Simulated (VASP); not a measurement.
# AlN (Cmc2_1) in VASP: further runs

The runs below take AlN through single point, with r2SCAN.

Everything below comes from runs of VASP 6.6.1. Logs are shortened: lines on timing, memory, paths and dates and some standing lists are left out, and cuts for length are marked.

**1. The cell of the first run**

It takes space group Cmc2_1 (No. 36, orthorhombic). Conventional cell: a = 3.111 Å, b = 5.388 Å, c = 4.978 Å, α = 90.00°, β = 90.00°, γ = 90.00°. Within 2.5 Å of Al (site symmetry m) lie 4 N at 1.88 to 1.92 Å. N (site symmetry m) has 4 Al at 1.88 to 1.92 Å within 2.5 Å.

**2. Single point, r2SCAN (atoms displaced along a vibrational mode)**

The input, POSCAR:

```
AlN
1.0
    3.1110021516      0.0000000000      0.0000000000
   -1.5555010758      2.6942068945      0.0000000000
    0.0000000000      0.0000000000      4.9780000000
Al N
2 2
Direct
    0.3221983310      0.6443966620      0.0000000000
    0.6778016690      0.3556033380      0.5000000000
    0.3430894575      0.6861789149      0.3850000000
    0.6569105425      0.3138210851      0.8850000000
```

The input, INCAR.step1:

```
SYSTEM = AlN
ALGO = Normal
EDIFF = 1E-4
ENCUT = 520
GGA = PE
ISMEAR = 0
LASPH = .TRUE.
LCHARG = .FALSE.
LREAL = .FALSE.
LWAVE = .TRUE.
NBANDS = 16
NELM = 100
PREC = Accurate
SIGMA = 0.05
```

The input, INCAR.step2:

```
SYSTEM = AlN
ALGO = Normal
EDIFF = 1E-6
ENCUT = 520
ISIF = 2
ISMEAR = 0
ISTART = 1
LASPH = .TRUE.
LCHARG = .FALSE.
LMIXTAU = .TRUE.
LREAL = .FALSE.
LWAVE = .FALSE.
METAGGA = R2SCAN
NBANDS = 16
NELM = 100
PREC = Accurate
SIGMA = 0.05
```

The input, KPOINTS:

```
k-points
0
G
  12 12 6
  0 0 0
```

Potentials or basis: VASP PAW PBE potentials, release 64 (Al, N).

Launch:

```bash
$ cat potpaw_PBE.64/Al/POTCAR potpaw_PBE.64/N/POTCAR > POTCAR
$ cp INCAR.step1 INCAR
$ mpirun -np 1 vasp_std > vasp.out
$ cp INCAR.step2 INCAR
$ mpirun -np 1 vasp_std > vasp.out
```

OUTCAR:

```text
SYSTEM = AlN
   EDIFF = 1E-6
   ENCUT = 520
   ISIF = 2
   ISMEAR = 0
   ISTART = 1
   LASPH = .TRUE.
   LREAL = .FALSE.
   METAGGA = R2SCAN
   NELM = 100
   PREC = Accurate

 ion  position               nearest neighbor table
   1  0.322  0.644  0.000-   4 1.88   4 1.88   4 1.89   3 1.92   2 3.04   2 3.04   2 3.04   2 3.04
                             2 3.14   2 3.14
   2  0.678  0.356  0.500-   3 1.88   3 1.88   3 1.89   4 1.92   1 3.04   1 3.04   1 3.04   1 3.04
                             1 3.14   1 3.14
   3  0.343  0.686  0.385-   2 1.88   2 1.88   2 1.89   1 1.92
   4  0.657  0.314  0.885-   1 1.88   1 1.88   1 1.89   2 1.92

  LATTYP: Found a hexagonal cell.
 ALAT       =     3.1110021516
 C/A-ratio  =     1.6001274694

  Lattice vectors:

 A1 = (   3.1110021516,   0.0000000000,   0.0000000000)
 A2 = (  -1.5555010758,   2.6942068945,   0.0000000000)
 A3 = (   0.0000000000,   0.0000000000,   4.9780000000)

Analysis of symmetry for initial positions (statically):
=====================================================================
 Subroutine PRICEL returns:
 Original cell was already a primitive cell.

 Routine SETGRP: Setting up the symmetry group for a
 hexagonal supercell.

 Subroutine GETGRP returns: Found  4 space group operations
 (whereof  2 operations were pure point group operations)
 out of a pool of 24 trial point group operations.

The static configuration has the point symmetry C_1h.
 The point group associated with its full space group is C_2v.

Analysis of symmetry for dynamics (positions and initial velocities):
=====================================================================
 Subroutine PRICEL returns:
 Original cell was already a primitive cell.

 Routine SETGRP: Setting up the symmetry group for a
 hexagonal supercell.

 Subroutine GETGRP returns: Found  4 space group operations
 (whereof  2 operations were pure point group operations)
 out of a pool of 24 trial point group operations.

The dynamic configuration has the point symmetry C_1h.
 The point group associated with its full space group is C_2v.

 Subroutine INISYM returns: Found  4 space group operations
 (whereof  2 operations are pure point group operations),
 and found     1 'primitive' translations

----------------------------------------------------------------------------------------

                                     Primitive cell

  volume of cell :      41.7240

  direct lattice vectors                    reciprocal lattice vectors
     3.111002152  0.000000000  0.000000000     0.321439829  0.185583372  0.000000000
    -1.555501076  2.694206895  0.000000000     0.000000000  0.371166744  0.000000000
     0.000000000  0.000000000  4.978000000     0.000000000  0.000000000  0.200883889

  length of vectors
     3.111002152  3.111002152  4.978000000     0.371166744  0.371166744  0.200883889

  position of ions in fractional coordinates (direct lattice)
     0.322198331  0.644396662  0.000000000
     0.677801669  0.355603338  0.500000000
     0.343089457  0.686178915  0.385000000
     0.656910543  0.313821085  0.885000000

  ion indices of the primitive-cell ions
   primitive index   ion index
                 1           1
                 2           2
                 3           3
                 4           4

----------------------------------------------------------------------------------------

 KPOINTS: k-points

Automatic generation of k-mesh.
 Grid dimensions read from file:
 generate k-points for:   12   12    6

 Generating k-lattice:

  Cartesian coordinates                     Fractional coordinates (reciprocal lattice)
     0.026786652  0.015465281  0.000000000     0.083333333  0.000000000  0.000000000
     0.000000000  0.030930562  0.000000000     0.000000000  0.083333333  0.000000000
     0.000000000  0.000000000  0.033480648     0.000000000  0.000000000  0.166666667

  Length of vectors
     0.030930562  0.030930562  0.033480648

  Shift w.r.t. Gamma in fractional coordinates (k-lattice)
     0.000000000  0.000000000  0.000000000

 Subroutine IBZKPT returns following result:
 ===========================================

 Found    172 irreducible k-points:

 Following reciprocal coordinates:
            Coordinates               Weight
  0.000000  0.000000  0.000000      1.000000
  0.083333  0.000000  0.000000      4.000000
  0.000000  0.083333  0.000000      2.000000
  0.166667 -0.000000  0.000000      4.000000
  0.000000  0.166667  0.000000      2.000000
  0.250000 -0.000000  0.000000      4.000000
[... 16 lines left out ...]
 -0.083333  0.416667  0.000000      4.000000
 -0.416667  0.333333  0.000000      4.000000
 [... further k-points ...]
   k-points           NKPTS =    172   k-points in BZ     NKDIM =    172   number of bands    NBANDS=     16
   number of dos      NEDOS =    301   number of ions     NIONS =      4
   total plane-waves  NPLWV =  23040
   dimension x,y,z NGX =    24 NGY =   24 NGZ =   40
   dimension x,y,z NGXF=    48 NGYF=   48 NGZF=   80
   ions per type =               2   2
   NGX,Y,Z   is equivalent  to a cutoff of  12.83, 12.83, 13.36 a.u.
   NGXF,Y,Z  is equivalent  to a cutoff of  25.65, 25.65, 26.72 a.u.
 SYSTEM =  AlN
   PREC   = accura    normal or accurate (medium, high low for compatibility)
   ISTART =      1    job   : 0-new  1-cont  2-samecut
   ICHARG =      0    charge: 1-file 2-atom 10-const
   ISPIN  =      1    spin polarized calculation?
   LNONCOLLINEAR =      F non collinear calculations
   LSORBIT =      F    spin-orbit coupling
   LASPH  =      T    aspherical Exc in radial PAW
   ENCUT  =  520.0 eV  38.22 Ry    6.18 a.u.   5.78  5.78  9.26*2*pi/ulx,y,z
   NELM   =    100;   NELMIN=  2; NELMDL=  0     # of ELM steps
   EDIFF  = 0.1E-05   stopping-criterion for ELM
   LREAL  =      F    real-space projection
[... 7 lines left out ...]
   TEBEG  =    0.0;   TEEND  =   0.0 temperature during run
   PSTRESS=    0.0 pullay stress
   NELECT =      16.0000    total number of electrons
   NUPDOWN=      -1.0000    fix difference up-down
   EMIN   =  10.00;   EMAX   =-10.00  energy-range for DOS
   EFERMI =   0.00;   METHOD = LEGACY
   ISMEAR =     0;   SIGMA  =   0.05  broadening in eV -4-tet -1-fermi 0-gaus
   EFERMI_NEDOS =   21; number of points for ismear=-14 and -15
   IALGO  =     38    algorithm
   IMIX   =      4    mixing-type and parameters
     AMIX     =   0.40;   BMIX     =  1.00
     AMIX_MAG =   1.60;   BMIX_MAG =  1.00
  volume/ion in A,a.u.               =      10.43        70.39
  Fermi-wavevector in a.u.,A,eV,Ry     =   1.189377  2.247596 19.247033  1.414617
  Thomas-Fermi vector in A             =   2.325485
   LORBIT       =      0    0 simple, 1 ext, 2 COOP (PROOUT), +10 PAW based schemes
   METAGGA = R2SCAN    functional components
   LHFCALC =     F    Hartree Fock is set to
   AEXX    =    0.0000 exact exchange contribution
   IVDW    =     0    specifies the selected vdW correction
   LEPSILON=     F    determine dielectric tensor
   LRPA    =     F    only Hartree local field effects (RPA)
 non-spin polarized calculation
 Gauss-broadening in eV      SIGMA  =   0.05
  energy-cutoff  :      520.00
  volume of cell :       41.72
 maximum number of plane-waves:      1152
   NGX = 11   NGY = 11   NGZ = 19

 number of electron      16.0000001 magnetization

 Free energy of the ion-electron system (eV)
  ---------------------------------------------------
  ext. energy  EPLUGINS =         0.00000000
  ---------------------------------------------------
  free energy    TOTEN  =       -38.42117712 eV

  energy without entropy =      -38.42117712  energy(sigma->0) =      -38.42117712

 E-fermi :   6.2780     XC(G=0): -11.4067

 val. band max:        5.9790852040   @ k =   0.0000   0.0000   0.0000
 cond. band min:      10.7745361353   @ k =   0.0000   0.0000   0.0000
 fundamental gap:      4.7954509313
 Fermi energy:         6.2779949932

 k-point     1 :       0.0000    0.0000    0.0000
  band No.  band energies     occupation
      1     -10.0685      2.00000
      2      -7.9481      2.00000
      3      -0.1361      2.00000
      4       4.9558      2.00000
      5       5.0123      2.00000
      6       5.5545      2.00000
[... 8 lines left out ...]
     15      19.8606      0.00000
     16      20.2773      0.00000

 k-point     2 :       0.0833    0.0000    0.0000
  band No.  band energies     occupation
      1      -9.9797      2.00000
      2      -7.8978      2.00000
      3      -0.0291      2.00000
      4       4.5779      2.00000
      5       4.8592      2.00000
      6       5.1995      2.00000
[... 8 lines left out ...]
     15      19.9484      0.00000
     16      20.0990      0.00000

 k-point     3 :       0.0000    0.0833    0.0000
  band No.  band energies     occupation
      1      -9.9792      2.00000
      2      -7.8993      2.00000
      3      -0.0279      2.00000
      4       4.5657      2.00000
      5       4.8817      2.00000
      6       5.3126      2.00000
[... 8 lines left out ...]
     15      19.8167      0.00000
     16      20.3110      0.00000

 k-point     4 :       0.1667   -0.0000    0.0000
  band No.  band energies     occupation
      1      -9.7219      2.00000
      2      -7.7604      2.00000
      3       0.2861      2.00000
      4       3.5534      2.00000
      5       4.3580      2.00000
      6       4.5914      2.00000
[... 8 lines left out ...]
     15      19.2576      0.00000
     16      19.7550      0.00000
[... 324 lines left out ...]
 k-point    22 :       0.3333    0.0833    0.0000
  band No.  band energies     occupation
      1      -8.5456      2.00000
      2      -7.3784      2.00000
      3       0.9368      2.00000
      4       1.8551      2.00000
      5       2.1992      2.00000
      6       3.6766      2.00000
[... 8 lines left out ...]
     15      19.2534      0.00000
     16      21.6618      0.00000

 k-point    23 :      -0.0833    0.4167    0.0000
  band No.  band energies     occupation
      1      -8.5185      2.00000
      2      -7.4251      2.00000
      3       1.1212      2.00000
      4       1.8747      2.00000
      5       2.1051      2.00000
      6       3.6661      2.00000
[... 8 lines left out ...]
     15      18.9307      0.00000
     16      21.8765      0.00000

 k-point    24 :      -0.4167    0.3333    0.0000
  band No.  band energies     occupation
      1      -8.5518      2.00000
      2      -7.3675      2.00000
      3       0.9301      2.00000
      4       1.8404      2.00000
      5       2.1601      2.00000
      6       3.7126      2.00000
[... 8 lines left out ...]
     15      19.5293      0.00000
     16      21.8660      0.00000

 [... further k-points ...]

------------------------ aborting loop because EDIFF is reached ----------------------------------------

  FORCE on cell =-STRESS in cart. coord.  units (eV):
  Direction    XX          YY          ZZ          XY          YZ          ZX
  --------------------------------------------------------------------------------------
  -------------------------------------------------------------------------------------
  Total       -0.1698385     -0.1638352     -0.5100776      0.0000000      0.0000000      0.0000000
  in kB       -6.5216963     -6.2911724    -19.5866744      0.0000000      0.0000000      0.0000000
  external PRESSURE =     -10.7998477 kB  Pullay stress =       0.0000000 kB

 VOLUME and BASIS-vectors are now :
 -----------------------------------------------------------------------------
  energy-cutoff  :      520.00
  volume of cell :       41.72
      direct lattice vectors                 reciprocal lattice vectors
     3.111002152  0.000000000  0.000000000     0.321439829  0.185583372  0.000000000
    -1.555501076  2.694206895  0.000000000     0.000000000  0.371166744  0.000000000
     0.000000000  0.000000000  4.978000000     0.000000000  0.000000000  0.200883889

 POSITION                                       TOTAL-FORCE (eV/Angst)
 -----------------------------------------------------------------------------------
      0.00000      1.73614      0.00000        -0.000000      0.363877      0.216650
      1.55550      0.95807      2.48900         0.000000     -0.363877      0.216650
      0.00000      1.84871      1.91653         0.000000     -0.181111     -0.216650
      1.55550      0.84550      4.40553         0.000000      0.181111     -0.216650
 -----------------------------------------------------------------------------------
    total drift:                               -0.000000     -0.000000     -0.004710

  FREE ENERGIE OF THE ION-ELECTRON SYSTEM (eV)
  ---------------------------------------------------
  free  energy   TOTEN  =       -38.4211771158 eV

  energy  without entropy=      -38.4211771158  energy(sigma->0) =      -38.42117712
```

It took 6.6 min on 1 thread of Intel Xeon 8259CL, shared host; peak memory 0.23 GiB.

What came out:

- Free energy: -38.4212 eV
- Pressure: -1.1 GPa
- Largest force: 0.423 eV/Å
- Band gap on the k mesh: 4.80 eV

Forces in eV/Å, atoms in the order of the input:
```
Al   0.000  0.364  0.217
Al   0.000 -0.364  0.217
N    0.000 -0.181 -0.217
N    0.000  0.181 -0.217
```

Caveat: the cell differs from its parent crystal (atoms displaced along a vibrational mode); the PAW data sets were made with another functional, which shifts forces and pressure a little. A k mesh can miss the band edges.

**3. Single point, r2SCAN (atoms displaced along a vibrational mode)**

The input, POSCAR:

```
AlN
1.0
    3.1110021516      0.0000000000      0.0000000000
   -1.5555010758      2.6942068945      0.0000000000
    0.0000000000      0.0000000000      4.9780000000
Al N
2 2
Direct
    0.3389008345      0.6778016690      0.0000000000
    0.6610991655      0.3221983310      0.5000000000
    0.3284552713      0.6569105425      0.3850000000
    0.6715447287      0.3430894575      0.8850000000
```

The input, INCAR.step1:

```
SYSTEM = AlN
PREC     = Accurate       ! precision mode
ENCUT    = 520            ! plane-wave cutoff, eV
ISMEAR   = 0              ! smearing method
SIGMA    = 0.05           ! smearing width, eV
LREAL    = .False.        ! projectors in reciprocal space
LASPH    = .True.         ! aspherical terms in the spheres
NELM     = 100            ! most SCF steps
NBANDS   = 16             ! bands
GGA      = PE             ! functional
ALGO     = Normal         ! electronic algorithm
EDIFF    = 1E-4           ! SCF threshold, eV
LWAVE    = .True.         ! write WAVECAR
LCHARG   = .False.        ! write CHGCAR
```

The input, INCAR.step2:

```
SYSTEM = AlN
PREC     = Accurate       ! precision mode
ENCUT    = 520            ! plane-wave cutoff, eV
EDIFF    = 1E-6           ! SCF threshold, eV
ISMEAR   = 0              ! smearing method
SIGMA    = 0.05           ! smearing width, eV
LREAL    = .False.        ! projectors in reciprocal space
LASPH    = .True.         ! aspherical terms in the spheres
NELM     = 100            ! most SCF steps
ALGO     = Normal         ! electronic algorithm
ISIF     = 2              ! what is computed and relaxed
LWAVE    = .False.        ! write WAVECAR
LCHARG   = .False.        ! write CHGCAR
METAGGA  = R2SCAN         ! meta-GGA
LMIXTAU  = .True.       
NBANDS   = 16             ! bands
ISTART   = 1
```

The input, KPOINTS:

```
Automatic mesh
0
Gamma
  12 12 6
  0 0 0
```

Potentials or basis: VASP PAW PBE potentials, release 64 (Al, N).

Launch:

```bash
$ cat potpaw_PBE.64/Al/POTCAR potpaw_PBE.64/N/POTCAR > POTCAR
$ cp INCAR.step1 INCAR
$ mpirun -np 1 vasp_std > vasp.out
$ cp INCAR.step2 INCAR
$ mpirun -np 1 vasp_std > vasp.out
```

OUTCAR:

```text
SYSTEM = AlN
   PREC = Accurate
   ENCUT = 520
   EDIFF = 1E-6
   ISMEAR = 0
   LREAL = .False.
   LASPH = .True.
   NELM = 100
   ISIF = 2
   METAGGA = R2SCAN
   ISTART = 1

 ion  position               nearest neighbor table
   1  0.339  0.678  0.000-   4 1.88   4 1.89   4 1.89   3 1.92   2 3.03   2 3.03   2 3.09   2 3.09
                             2 3.09   2 3.09
   2  0.661  0.322  0.500-   3 1.88   3 1.89   3 1.89   4 1.92   1 3.03   1 3.03   1 3.09   1 3.09
                             1 3.09   1 3.09
   3  0.328  0.657  0.385-   2 1.88   2 1.89   2 1.89   1 1.92
   4  0.672  0.343  0.885-   1 1.88   1 1.89   1 1.89   2 1.92

  LATTYP: Found a hexagonal cell.
 ALAT       =     3.1110021516
 C/A-ratio  =     1.6001274694

  Lattice vectors:

 A1 = (   3.1110021516,   0.0000000000,   0.0000000000)
 A2 = (  -1.5555010758,   2.6942068945,   0.0000000000)
 A3 = (   0.0000000000,   0.0000000000,   4.9780000000)

Analysis of symmetry for initial positions (statically):
=====================================================================
 Subroutine PRICEL returns:
 Original cell was already a primitive cell.

 Routine SETGRP: Setting up the symmetry group for a
[... 178 lines left out ...]
 fundamental gap:      4.8271180819
 Fermi energy:         6.2417837212

 k-point     1 :       0.0000    0.0000    0.0000
  band No.  band energies     occupation
      1     -10.0713      2.00000
      2      -7.9525      2.00000
      3      -0.1404      2.00000
      4       4.9675      2.00000
      5       4.9921      2.00000
      6       5.5962      2.00000
[... 433 lines left out ...]
      3       1.0318      2.00000
      4       1.8705      2.00000
      5       2.1450      2.00000
      6       3.6666      2.00000
[... 8 lines left out ...]
     15      19.0440      0.00000
     16      21.7708      0.00000

 [... further k-points ...]

------------------------ aborting loop because EDIFF is reached ----------------------------------------

  FORCE on cell =-STRESS in cart. coord.  units (eV):
  Direction    XX          YY          ZZ          XY          YZ          ZX
  --------------------------------------------------------------------------------------
  -------------------------------------------------------------------------------------
  Total       -0.0999159     -0.1743207     -0.5221126      0.0000000      0.0000000      0.0000000
  in kB       -3.8367105     -6.6938113    -20.0488096      0.0000000      0.0000000      0.0000000
  external PRESSURE =     -10.1931105 kB  Pullay stress =       0.0000000 kB

 VOLUME and BASIS-vectors are now :
 -----------------------------------------------------------------------------
  energy-cutoff  :      520.00
  volume of cell :       41.72
      direct lattice vectors                 reciprocal lattice vectors
     3.111002152  0.000000000  0.000000000     0.321439829  0.185583372  0.000000000
    -1.555501076  2.694206895  0.000000000     0.000000000  0.371166744  0.000000000
     0.000000000  0.000000000  4.978000000     0.000000000  0.000000000  0.200883889

 POSITION                                       TOTAL-FORCE (eV/Angst)
 -----------------------------------------------------------------------------------
      0.00000      1.82614      0.00000         0.000000     -0.195433      0.201035
      1.55550      0.86807      2.48900        -0.000000      0.195433      0.201035
      0.00000      1.76985      1.91653        -0.000000      0.084664     -0.201035
      1.55550      0.92435      4.40553         0.000000     -0.084664     -0.201035
 -----------------------------------------------------------------------------------
    total drift:                               -0.000000     -0.000000     -0.007193

  FREE ENERGIE OF THE ION-ELECTRON SYSTEM (eV)
  ---------------------------------------------------
  free  energy   TOTEN  =       -38.4447023158 eV

  energy  without entropy=      -38.4447023158  energy(sigma->0) =      -38.44470232
```

Wall time 6.5 min (1 thread of Intel Xeon 8259CL, shared host); peak memory 0.23 GiB.

Results:

* Free energy: -38.4447 eV
* Pressure: -1.0 GPa
* Largest force: 0.280 eV/Å
* Band gap on the k mesh: 4.83 eV

Forces on the atoms (eV/Å):
```
Al   0.000 -0.195  0.201
Al   0.000  0.195  0.201
N    0.000  0.085 -0.201
N    0.000 -0.085 -0.201
```

Caveat: the cell differs from its parent crystal (atoms displaced along a vibrational mode); the PAW data sets were made with another functional, which shifts forces and pressure a little. A k mesh can miss the band edges.

[end of part 1 of 2]
